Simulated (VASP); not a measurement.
# Hf (P6_3/mmc) in VASP: notebook, part 3 of 3

VASP 6.6.1.

## (4) Single point, r2SCAN

This run uses another cell than the first one, of 22.36 Å³/atom, 0.994 times its volume.

File POSCAR:

```
Hf
1.0
    3.1985124810      0.0000000000      0.0000000000
   -1.5992562405      2.7699930628      0.0000000000
    0.0000000000      0.0000000000      5.0464704219
Hf
2
Direct
    0.3333333333      0.6666666667      0.7500000000
    0.6666666667      0.3333333333      0.2500000000
```

File INCAR.step1:

```
SYSTEM = Hf
PREC     = Accurate       ! precision mode
ENCUT    = 550            ! plane-wave cutoff, eV
ISMEAR   = 0              ! smearing method
SIGMA    = 0.05           ! smearing width, eV
LREAL    = .FALSE.        ! projectors in reciprocal space
LASPH    = .TRUE.         ! aspherical terms in the spheres
NELM     = 120            ! most SCF steps
NBANDS   = 17             ! bands
GGA      = PE             ! functional
ALGO     = Normal         ! electronic algorithm
EDIFF    = 1E-5           ! SCF threshold, eV
LWAVE    = .TRUE.         ! write WAVECAR
LCHARG   = .FALSE.        ! write CHGCAR
GGA_COMPAT= .FALSE.
```

File INCAR.step2:

```
SYSTEM = Hf
PREC     = Accurate       ! precision mode
ENCUT    = 550            ! plane-wave cutoff, eV
EDIFF    = 1E-6           ! SCF threshold, eV
ISMEAR   = 0              ! smearing method
SIGMA    = 0.05           ! smearing width, eV
LREAL    = .FALSE.        ! projectors in reciprocal space
LASPH    = .TRUE.         ! aspherical terms in the spheres
NELM     = 120            ! most SCF steps
ALGO     = Normal         ! electronic algorithm
ISIF     = 2              ! what is computed and relaxed
LWAVE    = .FALSE.        ! write WAVECAR
LCHARG   = .FALSE.        ! write CHGCAR
METAGGA  = R2SCAN         ! meta-GGA
LMIXTAU  = .TRUE.       
NBANDS   = 17             ! bands
ISTART   = 1            
GGA_COMPAT= .FALSE.
```

File KPOINTS:

```
regular mesh
0
G
  16 16 8
  0 0 0
```

Potentials or basis: VASP PAW PBE potentials, release 64 (Hf_pv).

On the command line:

```bash
> cat potpaw_PBE.64/Hf_pv/POTCAR > POTCAR
> cp INCAR.step1 INCAR
> mpirun -np 1 vasp_std > vasp.out
> cp INCAR.step2 INCAR
> mpirun -np 1 vasp_std > vasp.out
```

OUTCAR:

```text
SYSTEM = Hf
   PREC = Accurate
   ENCUT = 550
   EDIFF = 1E-6
   ISMEAR = 0
   LREAL = .FALSE.
   LASPH = .TRUE.
   NELM = 120
   ISIF = 2
   METAGGA = R2SCAN
   ISTART = 1

 ion  position               nearest neighbor table
   1  0.333  0.667  0.750-   2 3.13   2 3.13   2 3.13   2 3.13   2 3.13   2 3.13
   2  0.667  0.333  0.250-   1 3.13   1 3.13   1 3.13   1 3.13   1 3.13   1 3.13

  LATTYP: Found a hexagonal cell.
 ALAT       =     3.1985124810
 C/A-ratio  =     1.5777554260

  Lattice vectors:

 A1 = (   3.1985124810,   0.0000000000,   0.0000000000)
 A2 = (  -1.5992562405,   2.7699930628,   0.0000000000)
 A3 = (   0.0000000000,   0.0000000000,   5.0464704219)

Analysis of symmetry for initial positions (statically):
=====================================================================
 Subroutine PRICEL returns:
 Original cell was already a primitive cell.

 Routine SETGRP: Setting up the symmetry group for a
 hexagonal supercell.

 Subroutine GETGRP returns: Found 24 space group operations
 (whereof 12 operations were pure point group operations)
 out of a pool of 24 trial point group operations.

The static configuration has the point symmetry D_3d.
 The point group associated with its full space group is D_6h.

Analysis of symmetry for dynamics (positions and initial velocities):
=====================================================================
 Subroutine PRICEL returns:
 Original cell was already a primitive cell.

 Routine SETGRP: Setting up the symmetry group for a
 hexagonal supercell.

 Subroutine GETGRP returns: Found 24 space group operations
 (whereof 12 operations were pure point group operations)
 out of a pool of 24 trial point group operations.

The dynamic configuration has the point symmetry D_3d.
 The point group associated with its full space group is D_6h.

 Subroutine INISYM returns: Found 24 space group operations
 (whereof 12 operations are pure point group operations),
 and found     1 'primitive' translations

----------------------------------------------------------------------------------------

                                     Primitive cell

  volume of cell :      44.7110

  direct lattice vectors                    reciprocal lattice vectors
     3.198512481  0.000000000  0.000000000     0.312645333  0.180505867  0.000000000
    -1.599256240  2.769993063  0.000000000     0.000000000  0.361011734  0.000000000
     0.000000000  0.000000000  5.046470422     0.000000000  0.000000000  0.198158300

  length of vectors
     3.198512481  3.198512481  5.046470422     0.361011734  0.361011734  0.198158300

  position of ions in fractional coordinates (direct lattice)
     0.333333333  0.666666667  0.750000000
     0.666666667  0.333333333  0.250000000

  ion indices of the primitive-cell ions
   primitive index   ion index
                 1           1
                 2           2

----------------------------------------------------------------------------------------

 KPOINTS: regular mesh

Automatic generation of k-mesh.
 Grid dimensions read from file:
 generate k-points for:   16   16    8

 Generating k-lattice:

  Cartesian coordinates                     Fractional coordinates (reciprocal lattice)
     0.019540333  0.011281617  0.000000000     0.062500000  0.000000000  0.000000000
     0.000000000  0.022563233  0.000000000     0.000000000  0.062500000  0.000000000
     0.000000000  0.000000000  0.024769788     0.000000000  0.000000000  0.125000000

  Length of vectors
     0.022563233  0.022563233  0.024769788

  Shift w.r.t. Gamma in fractional coordinates (k-lattice)
     0.000000000  0.000000000  0.000000000

 Subroutine IBZKPT returns following result:
 ===========================================

 Found    150 irreducible k-points:

 Following reciprocal coordinates:
            Coordinates               Weight
  0.000000  0.000000  0.000000      1.000000
  0.062500 -0.000000  0.000000      6.000000
  0.125000 -0.000000  0.000000      6.000000
  0.187500 -0.000000  0.000000      6.000000
  0.250000 -0.000000  0.000000      6.000000
  0.312500 -0.000000  0.000000      6.000000
[... 16 lines left out ...]
  0.187500  0.187500  0.000000      6.000000
  0.250000  0.187500  0.000000     12.000000
 [... further k-points ...]
   k-points           NKPTS =    150   k-points in BZ     NKDIM =    150   number of bands    NBANDS=     17
   number of dos      NEDOS =    301   number of ions     NIONS =      2
   total plane-waves  NPLWV =  23040
   dimension x,y,z NGX =    24 NGY =   24 NGZ =   40
   dimension x,y,z NGXF=    48 NGYF=   48 NGZF=   80
   ions per type =               2
   NGX,Y,Z   is equivalent  to a cutoff of  12.47, 12.47, 13.18 a.u.
   NGXF,Y,Z  is equivalent  to a cutoff of  24.95, 24.95, 26.35 a.u.
 SYSTEM =  Hf
   PREC   = accura    normal or accurate (medium, high low for compatibility)
   ISTART =      1    job   : 0-new  1-cont  2-samecut
   ICHARG =      0    charge: 1-file 2-atom 10-const
   ISPIN  =      1    spin polarized calculation?
   LNONCOLLINEAR =      F non collinear calculations
   LSORBIT =      F    spin-orbit coupling
   LASPH  =      T    aspherical Exc in radial PAW
   ENCUT  =  550.0 eV  40.42 Ry    6.36 a.u.   6.12  6.12  9.65*2*pi/ulx,y,z
   NELM   =    120;   NELMIN=  2; NELMDL=  0     # of ELM steps
   EDIFF  = 0.1E-05   stopping-criterion for ELM
   LREAL  =      F    real-space projection
   EDIFFG = 0.1E-04   stopping-criterion for IOM
   NSW    =      0    number of steps for IOM
   IBRION =     -1    ionic relax: 0-MD 1-quasi-New 2-CG
   NFREE  =      0    steps in history (QN), initial steepest desc. (CG)
   ISIF   =      2    stress and relaxation
   ISYM   =      2    0-nonsym 1-usesym 2-fastsym
   POTIM  = 0.5000    time-step for ionic-motion
   TEBEG  =    0.0;   TEEND  =   0.0 temperature during run
   PSTRESS=    0.0 pullay stress
   NELECT =      20.0000    total number of electrons
   NUPDOWN=      -1.0000    fix difference up-down
   EMIN   =  10.00;   EMAX   =-10.00  energy-range for DOS
   EFERMI =   0.00;   METHOD = LEGACY
   ISMEAR =     0;   SIGMA  =   0.05  broadening in eV -4-tet -1-fermi 0-gaus
   EFERMI_NEDOS =   21; number of points for ismear=-14 and -15
   IALGO  =     38    algorithm
   IMIX   =      4    mixing-type and parameters
     AMIX     =   0.40;   BMIX     =  1.00
     AMIX_MAG =   1.60;   BMIX_MAG =  1.00
  volume/ion in A,a.u.               =      22.36       150.86
  Fermi-wavevector in a.u.,A,eV,Ry     =   1.252026  2.365986 21.328072  1.567569
  Thomas-Fermi vector in A             =   2.385946
   LORBIT       =      0    0 simple, 1 ext, 2 COOP (PROOUT), +10 PAW based schemes
   METAGGA = R2SCAN    functional components
   LHFCALC =     F    Hartree Fock is set to
   AEXX    =    0.0000 exact exchange contribution
   IVDW    =     0    specifies the selected vdW correction
   LEPSILON=     F    determine dielectric tensor
   LRPA    =     F    only Hartree local field effects (RPA)
 non-spin polarized calculation
 Gauss-broadening in eV      SIGMA  =   0.05
  energy-cutoff  :      550.00
  volume of cell :       44.71
 maximum number of plane-waves:      1328
   NGX = 13   NGY = 13   NGZ = 19

 number of electron      20.0000003 magnetization

 Free energy of the ion-electron system (eV)
  ---------------------------------------------------
  ext. energy  EPLUGINS =         0.00000000
  ---------------------------------------------------
  free energy    TOTEN  =       -90.30453132 eV

  energy without entropy =      -90.30305690  energy(sigma->0) =      -90.30379411

 E-fermi :   4.8534     XC(G=0): -12.1574

 val. band max:        4.8488502826   @ k =   0.1875  -0.0000   0.3750
 cond. band min:       4.8564170064   @ k =   0.0625   0.0625   0.0000
 fundamental gap:      0.0075667237
 Fermi energy:         4.8533609489

 k-point     1 :       0.0000    0.0000    0.0000
  band No.  band energies     occupation
      1     -27.4149      2.00000
      2     -26.6459      2.00000
      3     -26.6459      2.00000
      4     -26.5149      2.00000
      5     -26.5149      2.00000
      6     -26.5140      2.00000
[... 9 lines left out ...]
     16       7.7441      0.00000
     17      10.4947      0.00000
[... 441 lines left out ...]
 k-point    24 :       0.2500    0.1875    0.0000
  band No.  band energies     occupation
      1     -27.1032      2.00000
      2     -27.0771      2.00000
      3     -27.0182      2.00000
      4     -26.8197      2.00000
      5     -26.6899      2.00000
      6     -26.6781      2.00000
[... 9 lines left out ...]
     16      11.0364      0.00000
     17      11.1879      0.00000

 [... further k-points ...]

------------------------ aborting loop because EDIFF is reached ----------------------------------------

  FORCE on cell =-STRESS in cart. coord.  units (eV):
  Direction    XX          YY          ZZ          XY          YZ          ZX
  --------------------------------------------------------------------------------------
  -------------------------------------------------------------------------------------
  Total       -0.1517173     -0.1517173     -0.1911901      0.0000000     -0.0000000      0.0000000
  in kB       -5.4366497     -5.4366497     -6.8511198      0.0000000     -0.0000000      0.0000000
  external PRESSURE =      -5.9081397 kB  Pullay stress =       0.0000000 kB

 VOLUME and BASIS-vectors are now :
 -----------------------------------------------------------------------------
  energy-cutoff  :      550.00
  volume of cell :       44.71
      direct lattice vectors                 reciprocal lattice vectors
     3.198512481  0.000000000  0.000000000     0.312645333  0.180505867  0.000000000
    -1.599256240  2.769993063  0.000000000     0.000000000  0.361011734  0.000000000
     0.000000000  0.000000000  5.046470422     0.000000000  0.000000000  0.198158300

 POSITION                                       TOTAL-FORCE (eV/Angst)
 -----------------------------------------------------------------------------------
     -0.00000      1.84666      3.78485         0.000000      0.000000      0.000000
      1.59926      0.92333      1.26162        -0.000000      0.000000      0.000000
 -----------------------------------------------------------------------------------
    total drift:                               -0.000000      0.000000     -0.000000

  FREE ENERGIE OF THE ION-ELECTRON SYSTEM (eV)
  ---------------------------------------------------
  free  energy   TOTEN  =       -90.3045313224 eV

  energy  without entropy=      -90.3030568986  energy(sigma->0) =      -90.30379411
```

It took 4.5 min on 1 thread of AMD EPYC 7R13 (Zen 3), shared host; peak memory 0.21 GiB.

Results:

* Free energy: -90.3045 eV
* Pressure: -0.6 GPa
* Band gap on the k mesh: zero (band 10 reaches 6.16 eV, above the bottom of band 11 at 4.42 eV)

Stress tensor (GPa, compression positive):
```
-0.54  0.00  0.00
 0.00 -0.54  0.00
 0.00  0.00 -0.69
```

Levels at points of the mesh, in eV from the Fermi level:
```csv
k point,band 7,band 8,band 9,band 10,band 11,band 12,band 13,band 14
"(0.00, 0.00, 0.00)",-7.77,-3.86,0.41,1.31,1.31,1.64,2.19,2.19
"(0.50, 0.00, 0.00)",-3.52,-2.87,-2.34,-1.04,0.92,0.94,1.82,6.18
"(0.00, 0.00, 0.50)",-5.70,-5.70,0.15,0.15,1.21,1.21,1.21,1.21
"(0.50, 0.00, 0.50)",-3.54,-3.54,-1.03,-1.03,1.06,1.06,2.86,2.86
```

Caveat: the PAW data sets were made with another functional, which shifts forces and pressure a little; spin-orbit coupling is left out, which moves the levels of the heavy elements.

## (5) The runs side by side

```tsv
task	level	cell	k mesh	cutoff (eV)	gap on the mesh (eV)	pressure (GPa)
relaxation of shape and atoms at fixed volume	r2SCAN	relaxed from a = 3.198, b = 3.198, c = 5.081 Å, angles 90.0, 90.0, 120.0°, 2 atoms	16 × 16 × 8	600	none	-1.3
single point	PBE	a = 3.198, b = 3.198, c = 5.081 Å, angles 90.0, 90.0, 120.0°, 2 atoms	8 × 8 × 4	500	none	-0.4
single point	r2SCAN	a = 3.199, b = 3.199, c = 5.046 Å, angles 90.0, 90.0, 120.0°, 2 atoms	16 × 16 × 8	550	none	-0.6
```

Alike in all rows: potentials or basis VASP PAW PBE potentials, release 64 (Hf_pv); no spin polarisation; smearing gaussian 0.05 eV.

Caveats: spin-orbit coupling is left out, which moves the levels of the heavy elements; the PAW data sets were made with another functional, which shifts forces and pressure a little (some runs).

Total energies depend on the potentials used, so only differences within one code and one set of settings carry meaning.
